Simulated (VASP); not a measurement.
Crystal: PbSe.

```
Pb Se
1.0
     0.00000    3.01928    3.01928
     3.01928    0.00000    3.01928
     3.01928    3.01928    0.00000
Pb Se
1 1
Direct
  0.00000 0.00000 0.00000
  0.50000 0.50000 0.50000
```

Program: VASP 6.6.1. Alike in all runs: task single point; potentials or basis VASP PAW PBE potentials, release 64 (Pb_d, Se); no spin polarisation; cell as given; k mesh 4 × 4 × 4; cutoff (eV) 520; smearing fermi-dirac 0.05 eV.

Q: Order these runs on this cell by their pressure, lowest first.
A. level B3LYP5; share of exact exchange 0.2
B. level r2SCANh; share of exact exchange 0.1
C. level PBEsol-based global hybrid with 25 % exact exchange; share of exact exchange 0.25

A: C (1.5 GPa), B (3.9 GPa), A (7.4 GPa).

Caveats: all runs use coarse meshes; the PAW data sets were made with another functional, which shifts forces and pressure a little.
